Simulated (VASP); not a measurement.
Crystal: ZnS (Wurtzite-2H).

```xyz
4
Lattice="3.8054 0.0000 0.0000 -1.9027 3.2956 0.0000 0.0000 0.0000 6.2440" Properties=species:S:1:pos:R:3 pbc="T T T"
Zn    0.0000    2.1971    0.0333
Zn    1.9027    1.0985    3.1554
S     0.0000    2.1971    2.3706
S     1.9027    1.0985    5.4926
```

Base run:

| Item | Value |
| --- | --- |
| Program | VASP 6.6.1 |
| Functional | PBE |
| Potentials or basis | VASP PAW PBE potentials, release 64 (Zn, S) |
| Cutoff | 500 eV |
| k mesh | 12 × 12 × 4 |
| Occupations | gaussian, width 0.01 eV |
| Spin | no spin polarisation |

Its results: band gap on the k mesh 2.22 eV, direct; pressure 2.4 GPa; largest force 0.004 eV/Å.

Problem. The run is repeated on the same cell with these changes: functional from PBE to r2SCAN; cutoff from 500 eV to 550 eV. What comes out?

Solution. Band gap on the k mesh 2.79 eV, direct; pressure 0.1 GPa; largest force 0.014 eV/Å.

r2SCAN gives the wider gap, since meta-GGAs in the generalised Kohn-Sham scheme recover part of the derivative discontinuity.

Caveats: the PAW data sets were made with another functional, which shifts forces and pressure a little (some runs).

A k mesh can miss the band edges.
